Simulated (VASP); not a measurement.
# La2Fe2S2O3 (I4/mmm) in VASP: single point with LDA+U

Aim: the single point of La2Fe2S2O3 with LDA+U.

Program: VASP 6.6.1. These are calculated values, not measurements. Logs are shortened: lines on timing, memory, paths and dates and some standing lists are left out, and cuts for length are marked.

### Step 1. The cell of the first run

The structure is tetragonal, space group I4/mmm (No. 139). The conventional cell has a = 4.048 Å, b = 4.048 Å, c = 18.184 Å, α = 90.00°, β = 90.00°, γ = 90.00°. Fe (site symmetry mmm) has 2 O at 2.02 Å and 4 S at 2.66 Å within 2.7 Å. La (site symmetry 4mm) has 4 O at 2.37 Å within 3.1 Å. O (site symmetry -4m2) has 4 La at 2.37 Å and 4 O at 2.86 Å within 3.1 Å. Within 2.7 Å of O (site symmetry 4/mmm) lie 4 Fe at 2.02 Å. S (site symmetry 4mm) has 4 Fe at 2.66 Å and 4 La at 3.27 Å and 8 O at 3.34 to 3.47 Å and 1 S at 3.46 Å within 3.5 Å.

### Step 2. Single point, LDA+U, collinear spin, antiferromagnetic start

Contents of INCAR:

```
SYSTEM = La2Fe2S2O3
ALGO = Normal
EDIFF = 1E-6
ENCUT = 600
GGA_COMPAT = .False.
ISIF = 2
ISMEAR = 0
ISPIN = 2
KPAR = 4
LASPH = .True.
LCHARG = .False.
LDAU = .True.
LDAUJ = 0.7 0 0 0
LDAUL = 2 -1 -1 -1
LDAUPRINT = 1
LDAUTYPE = 1
LDAUU = 3 0 0 0
LMAXMIX = 6
LORBIT = 11
LREAL = .False.
LWAVE = .False.
MAGMOM = 4 -4 0 0 0 0 0 0 0
NBANDS = 48
NELM = 200
PREC = Accurate
SIGMA = 0.05
```

Contents of KPOINTS:

```
k-points
0
Gamma
  7 7 7
  0 0 0
```

Contents of POSCAR:

```
La2Fe2S2O3
1.0
   -2.0238769700      2.0238769700      9.0922218800
    2.0238769700     -2.0238769700      9.0922218800
    2.0238769700      2.0238769700     -9.0922218800
Fe La O S
2 2 3 2
Direct
    0.5000000000      0.0000000000      0.5000000000
    0.0000000000      0.5000000000      0.5000000000
    0.1818010000      0.1818010000      0.0000000000
    0.8181990000      0.8181990000      0.0000000000
    0.7500000000      0.2500000000      0.5000000000
    0.2500000000      0.7500000000      0.5000000000
    0.0000000000      0.0000000000      0.0000000000
    0.4049150000      0.4049150000      0.0000000000
    0.5950850000      0.5950850000      0.0000000000
```

Potentials or basis: VASP PAW LDA potentials, release 64 (Fe, La, O, S).

Command:

```sh
> cat potpaw_LDA.64/Fe/POTCAR potpaw_LDA.64/La/POTCAR potpaw_LDA.64/O/POTCAR potpaw_LDA.64/S/POTCAR > POTCAR
> mpirun -np 4 vasp_std > vasp.out
```

OUTCAR:

```text
SYSTEM = La2Fe2S2O3
   EDIFF = 1E-6
   ENCUT = 600
   ISIF = 2
   ISMEAR = 0
   ISPIN = 2
   LASPH = .True.
   LORBIT = 11
   LREAL = .False.
   NELM = 200
   PREC = Accurate

 ion  position               nearest neighbor table
   1  0.500  0.000  0.500-   7 2.02   7 2.02   8 2.66   9 2.66   8 2.66   9 2.66   2 2.86   2 2.86
                             2 2.86   2 2.86
   2  0.000  0.500  0.500-   7 2.02   7 2.02   8 2.66   9 2.66   9 2.66   8 2.66   1 2.86   1 2.86
                             1 2.86   1 2.86
   3  0.182  0.182  0.000-   5 2.37   6 2.37   5 2.37   6 2.37
   4  0.818  0.818  0.000-   5 2.37   6 2.37   5 2.37   6 2.37
   5  0.750  0.250  0.500-   4 2.37   3 2.37   4 2.37   3 2.37
   6  0.250  0.750  0.500-   4 2.37   3 2.37   4 2.37   3 2.37
   7  0.000  0.000  0.000-   1 2.02   2 2.02   2 2.02   1 2.02
   8  0.405  0.405  0.000-   2 2.66   1 2.66   1 2.66   2 2.66
   9  0.595  0.595  0.000-   1 2.66   2 2.66   1 2.66   2 2.66

  LATTYP: Found a body centered tetragonal cell.
 ALAT       =     4.0477539400
 C/A-ratio  =     4.4924775640

  Lattice vectors:

 A1 = (  -2.0238769700,   2.0238769700,   9.0922218800)
 A2 = (   2.0238769700,  -2.0238769700,   9.0922218800)
 A3 = (   2.0238769700,   2.0238769700,  -9.0922218800)

Analysis of symmetry for initial positions (statically):
=====================================================================
 Subroutine PRICEL returns:
 Original cell was already a primitive cell.

 Routine SETGRP: Setting up the symmetry group for a
 body centered tetragonal supercell.

 Subroutine GETGRP returns: Found 16 space group operations
 (whereof 16 operations were pure point group operations)
 out of a pool of 16 trial point group operations.

The static configuration has the point symmetry D_4h.

Analysis of symmetry for dynamics (positions and initial velocities):
=====================================================================
 Subroutine PRICEL returns:
 Original cell was already a primitive cell.

 Routine SETGRP: Setting up the symmetry group for a
 body centered tetragonal supercell.

 Subroutine GETGRP returns: Found 16 space group operations
 (whereof 16 operations were pure point group operations)
 out of a pool of 16 trial point group operations.

The dynamic configuration has the point symmetry D_4h.

Analysis of structural, dynamic, and magnetic symmetry:
=====================================================================
 Subroutine PRICEL returns:
 Original cell was already a primitive cell.

 Routine SETGRP: Setting up the symmetry group for a
 body centered tetragonal supercell.

 Subroutine GETGRP returns: Found 16 space group operations
 (whereof 16 operations were pure point group operations)
 out of a pool of 16 trial point group operations.

The overall configuration has the point symmetry D_4h.

 Subroutine INISYM returns: Found 16 space group operations
 (whereof 16 operations are pure point group operations),
 and found     1 'primitive' translations

----------------------------------------------------------------------------------------

                                     Primitive cell
[... 177 lines left out ...]
  o =  0.9144  v =  0.0000 -0.0000  0.8379  0.0000 -0.5458  0.0000  0.0000  0.0000  0.0000  0.0000      0.0000  0.0000  0.0000  0.0000  0.0000  0.0000  0.0000  0.0000  0.0000  0.0000
  o =  0.9456  v =  1.0000  0.0000  0.0000  0.0000  0.0000  0.0000  0.0000  0.0000  0.0000  0.0000      0.0000  0.0000  0.0000  0.0000  0.0000  0.0000  0.0000  0.0000  0.0000  0.0000
  o =  0.9607  v =  0.0000  1.0000  0.0000 -0.0000  0.0000  0.0000  0.0000  0.0000  0.0000  0.0000      0.0000  0.0000  0.0000  0.0000  0.0000  0.0000  0.0000  0.0000  0.0000  0.0000
  o =  0.9646  v =  0.0000 -0.0000  0.0000 -1.0000  0.0000  0.0000  0.0000  0.0000  0.0000  0.0000      0.0000  0.0000  0.0000  0.0000  0.0000  0.0000  0.0000  0.0000  0.0000  0.0000
  o =  0.9927  v =  0.0000  0.0000 -0.5458 -0.0000 -0.8379  0.0000  0.0000  0.0000  0.0000  0.0000      0.0000  0.0000  0.0000  0.0000  0.0000  0.0000  0.0000  0.0000  0.0000  0.0000

atom =   2  type =  1  l = 2

 onsite density matrix

spin component  1

  0.0788 -0.0000  0.0000  0.0000  0.0000
 -0.0000  0.1214  0.0000  0.0000  0.0000
  0.0000  0.0000  0.7432  0.0000  0.2763
  0.0000  0.0000  0.0000  0.0589  0.0000
  0.0000  0.0000  0.2763  0.0000  0.3634

spin component  2

  0.9456 -0.0000 -0.0000 -0.0000 -0.0000
 -0.0000  0.9646 -0.0000  0.0000 -0.0000
 -0.0000 -0.0000  0.9377 -0.0000 -0.0358
 -0.0000  0.0000 -0.0000  0.9607 -0.0000
 -0.0000 -0.0000 -0.0358 -0.0000  0.9694

 occupancies and eigenvectors

  o =  0.0589  v =  0.0000 -0.0000  0.0000  1.0000 -0.0000  0.0000  0.0000  0.0000  0.0000  0.0000      0.0000  0.0000  0.0000  0.0000  0.0000  0.0000  0.0000  0.0000  0.0000  0.0000
  o =  0.0788  v =  1.0000  0.0000  0.0000  0.0000  0.0000  0.0000  0.0000  0.0000  0.0000  0.0000      0.0000  0.0000  0.0000  0.0000  0.0000  0.0000  0.0000  0.0000  0.0000  0.0000
  o =  0.1214  v =  0.0000  1.0000  0.0000  0.0000 -0.0000  0.0000  0.0000  0.0000  0.0000  0.0000      0.0000  0.0000  0.0000  0.0000  0.0000  0.0000  0.0000  0.0000  0.0000  0.0000
  o =  0.2180  v =  0.0000 -0.0000  0.4657 -0.0000 -0.8850  0.0000  0.0000  0.0000  0.0000  0.0000      0.0000  0.0000  0.0000  0.0000  0.0000  0.0000  0.0000  0.0000  0.0000  0.0000
  o =  0.8886  v =  0.0000  0.0000 -0.8850 -0.0000 -0.4657  0.0000  0.0000  0.0000  0.0000  0.0000      0.0000  0.0000  0.0000  0.0000  0.0000  0.0000  0.0000  0.0000  0.0000  0.0000
  o =  0.9144  v =  0.0000  0.0000  0.0000  0.0000  0.0000  0.0000 -0.0000 -0.8379 -0.0000 -0.5458      0.0000  0.0000  0.0000  0.0000  0.0000  0.0000  0.0000  0.0000  0.0000  0.0000
  o =  0.9456  v =  0.0000  0.0000  0.0000  0.0000  0.0000  1.0000  0.0000  0.0000  0.0000  0.0000      0.0000  0.0000  0.0000  0.0000  0.0000  0.0000  0.0000  0.0000  0.0000  0.0000
  o =  0.9607  v =  0.0000  0.0000  0.0000  0.0000  0.0000  0.0000 -0.0000 -0.0000 -1.0000  0.0000      0.0000  0.0000  0.0000  0.0000  0.0000  0.0000  0.0000  0.0000  0.0000  0.0000
  o =  0.9646  v =  0.0000  0.0000  0.0000  0.0000  0.0000  0.0000  1.0000 -0.0000 -0.0000  0.0000      0.0000  0.0000  0.0000  0.0000  0.0000  0.0000  0.0000  0.0000  0.0000  0.0000
  o =  0.9927  v =  0.0000  0.0000  0.0000  0.0000  0.0000  0.0000 -0.0000 -0.5458  0.0000  0.8379      0.0000  0.0000  0.0000  0.0000  0.0000  0.0000  0.0000  0.0000  0.0000  0.0000

 number of electron      67.9999990 magnetization       0.0000000

 Free energy of the ion-electron system (eV)
  ---------------------------------------------------
  ext. energy  EPLUGINS =         0.00000000
  ---------------------------------------------------
  free energy    TOTEN  =       -71.74315707 eV

  energy without entropy =      -71.74315707  energy(sigma->0) =      -71.74315707

 E-fermi :   6.1419     XC(G=0): -10.9899

 val. band max:        5.8393013650   @ k =  -0.2857   0.4286   0.2857
 cond. band min:       6.9712693693   @ k =  -0.2857   0.2857   0.2857
 fundamental gap:      1.1319680043
 Fermi energy:         6.1418615697

 spin component 1

 k-point     1 :       0.0000    0.0000    0.0000
  band No.  band energies     occupation
      1     -25.1029      1.00000
      2     -24.8906      1.00000
      3     -12.7554      1.00000
      4     -12.1046      1.00000
      5     -10.6446      1.00000
      6      -8.9969      1.00000
[... 2345 lines left out ...]
     45       9.6487      0.00000
     46       9.7153      0.00000

 [... further k-points ...]

 [bands above 46 left out]

------------------------ aborting loop because EDIFF is reached ----------------------------------------

  FORCE on cell =-STRESS in cart. coord.  units (eV):
  Direction    XX          YY          ZZ          XY          YZ          ZX
  --------------------------------------------------------------------------------------
  -------------------------------------------------------------------------------------
  Total       -8.7604585     -8.7604585     -7.2057012      0.0000000      0.0000000      0.0000000
  in kB      -94.2191503    -94.2191503    -77.4976614      0.0000000      0.0000000      0.0000000
  external PRESSURE =     -88.6453206 kB  Pullay stress =       0.0000000 kB

 VOLUME and BASIS-vectors are now :
 -----------------------------------------------------------------------------
  energy-cutoff  :      600.00
  volume of cell :      148.97
      direct lattice vectors                 reciprocal lattice vectors
    -2.023876970  2.023876970  9.092221880     0.000000000  0.247050590  0.054992059
     2.023876970 -2.023876970  9.092221880     0.247050590  0.000000000  0.054992059
     2.023876970  2.023876970 -9.092221880     0.247050590  0.247050590  0.000000000

 POSITION                                       TOTAL-FORCE (eV/Angst)
 -----------------------------------------------------------------------------------
      0.00000      2.02388      0.00000        -0.000000     -0.000000     -0.000000
      2.02388      0.00000      0.00000        -0.000000     -0.000000     -0.000000
      0.00000      0.00000      3.30595         0.000000      0.000000      0.350776
      0.00000      0.00000     14.87849        -0.000000     -0.000000     -0.350776
      0.00000      2.02388      4.54611        -0.000000     -0.000000     -0.000000
      2.02388      0.00000      4.54611        -0.000000     -0.000000     -0.000000
      0.00000      0.00000      0.00000        -0.000000     -0.000000     -0.000000
      0.00000      0.00000      7.36315         0.000000      0.000000      0.580377
      0.00000      0.00000     10.82129         0.000000      0.000000     -0.580377
 -----------------------------------------------------------------------------------
    total drift:                               -0.000000      0.000000     -0.000000

  FREE ENERGIE OF THE ION-ELECTRON SYSTEM (eV)
  ---------------------------------------------------
  free  energy   TOTEN  =       -71.7431570690 eV

  energy  without entropy=      -71.7431570690  energy(sigma->0) =      -71.74315707

 total charge

# of ion       s       p       d       f       tot
--------------------------------------------------
    1        0.318   0.368   6.121   0.000   6.807
    2        0.318   0.368   6.121   0.000   6.807
    3        2.033   5.665   0.642   0.246   8.586
    4        2.033   5.665   0.642   0.246   8.586
    5        1.555   3.448   0.000   0.000   5.002
    6        1.555   3.448   0.000   0.000   5.002
    7        1.541   3.433   0.000   0.000   4.974
    8        1.324   2.374   0.000   0.000   3.698
    9        1.324   2.374   0.000   0.000   3.698
--------------------------------------------------
tot         12.000  27.142  13.526   0.492  53.159

 magnetization (x)

# of ion       s       p       d       f       tot
--------------------------------------------------
    1        0.022   0.022   3.410   0.000   3.454
    2       -0.022  -0.022  -3.410   0.000  -3.454
    3        0.000   0.000   0.000   0.000   0.000
    4        0.000   0.000   0.000   0.000   0.000
    5        0.000   0.000   0.000   0.000   0.000
    6        0.000   0.000   0.000   0.000   0.000
    7        0.000   0.000   0.000   0.000   0.000
    8        0.000   0.000   0.000   0.000   0.000
    9        0.000   0.000   0.000   0.000   0.000
--------------------------------------------------
tot          0.000   0.000   0.000   0.000   0.000
```

Wall time 27 min (4 MPI ranks of Intel Xeon Platinum 8488C (Sapphire Rapids), shared host); peak memory 1.3 GiB.

Results:

| Quantity | Value |
| --- | --- |
| Free energy | -71.7432 eV |
| Pressure | -8.9 GPa |
| Largest force | 0.580 eV/Å |
| Band gap on the k mesh | 1.13 eV (least direct gap 1.22 eV) |
| Net moment | 0.00 μB per cell |
| Site moments | Fe +3.45, -3.45; La +0.00; O +0.00; S +0.00 μB |
| Valence electrons inside the program's atomic spheres | Fe 6.81; La 8.59; O 5.00, 4.97 (each value once); S 3.70 |

Forces in eV/Å, atoms in the order of the input:
```
Fe   0.000  0.000  0.000
Fe   0.000  0.000  0.000
La   0.000  0.000  0.351
La   0.000  0.000 -0.351
O    0.000  0.000  0.000
O    0.000  0.000  0.000
O    0.000  0.000  0.000
S    0.000  0.000  0.580
S    0.000  0.000 -0.580
```

Levels at points of the mesh, in eV from the valence-band top:
Spin up:
```tsv
k point	band 30	band 31	band 32	band 33	band 34	band 35	band 36	band 37	band 38	band 39
(0.00, 0.00, 0.00)	-1.00	-0.97	-0.56	-0.38	-0.38	1.33	1.57	1.61	2.51	2.90
```
Spin down:
| k point | band 32 | band 33 | band 34 | band 35 | band 36 | band 37 |
| --- | --- | --- | --- | --- | --- | --- |
| (0.00, 0.00, 0.00) | -0.56 | -0.38 | -0.38 | 1.33 | 1.57 | 1.61 |

Eigenvalues of the final occupation matrices:
| site | spin | trace | eigenvalues |
| --- | --- | --- | --- |
| site 1 d | 1 | 4.78 | 0.91 0.95 0.96 0.96 0.99 |
| site 1 d | 2 | 1.37 | 0.06 0.08 0.12 0.22 0.89 |
| site 2 d | 1 | 1.37 | 0.06 0.08 0.12 0.22 0.89 |
| site 2 d | 2 | 4.78 | 0.91 0.95 0.96 0.96 0.99 |

Caveat: the cell stands under tension; spin-orbit coupling is left out, which moves the levels of the heavy elements. A k mesh can miss the band edges.
